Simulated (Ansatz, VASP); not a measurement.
# Two plane-wave programs on BN

```
CELL_PARAMETERS angstrom
2.51223 0.00000 0.00000
-1.25612 2.17566 0.00000
0.00000 0.00000 8.39540
ATOMIC_POSITIONS crystal
B 0.33333 0.66667 0.25000
B 0.66667 0.33333 0.75000
N 0.33333 0.66667 0.75000
N 0.66667 0.33333 0.25000
```

Alike in both runs: functional PBE; k mesh 12 × 12 × 4; no spin polarisation.

Ansatz relaxed the structure, and its values are those at the end. VASP's run is a single point on that final structure, the one shown.

```csv
,VASP,Ansatz
version,VASP 6.6.1,Ansatz 0.2.0
potentials or method,"VASP PAW PBE potentials, release 64 (B, N), cutoff 520 eV","plane waves, PAW"
occupations,"methfessel-paxton of order 1, width 0.05 eV","cold, width 0.05 eV"
valence electrons in the cell,16,16
```

```tsv
	VASP	Ansatz	Ansatz less VASP
pressure (GPa)	0.0	0.0	-0.03
```
